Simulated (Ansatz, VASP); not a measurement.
Two plane-wave programs on W

```
W
1.0
     0.00000    2.87449    2.87449
     2.87449    0.00000    2.87449
     2.87449    2.87449    0.00000
W
2
Direct
  0.50000 0.50000 0.50000
  0.75000 0.75000 0.75000
```

Alike in both runs: functional PBEsol; k mesh 6 × 6 × 6; occupations gaussian, width 0.1 eV; no spin polarisation.

Ansatz relaxed the structure, and its values are those at the end. VASP's run is a single point on that final structure, the one shown.

|  | VASP | Ansatz |
| --- | --- | --- |
| version | VASP 6.6.1 | Ansatz 0.2.0 |
| potentials or method | VASP PAW PBE potentials, release 64 (W_sv), cutoff 520 eV | scalar-relativistic, plane waves, PAW |
| valence electrons in the cell | 28 | 28 |

|  | VASP | Ansatz | Ansatz less VASP |
| --- | --- | --- | --- |
| gap on the k mesh at the Fermi level (eV) | none | none | - |
| pressure (GPa) | 0.8 | 0.1 | -0.71 |

VASP's potentials were made for PBE, not for PBEsol. A gap of «none» marks a metal or a gap that the smearing closes.

Neither program's run includes spin-orbit coupling.
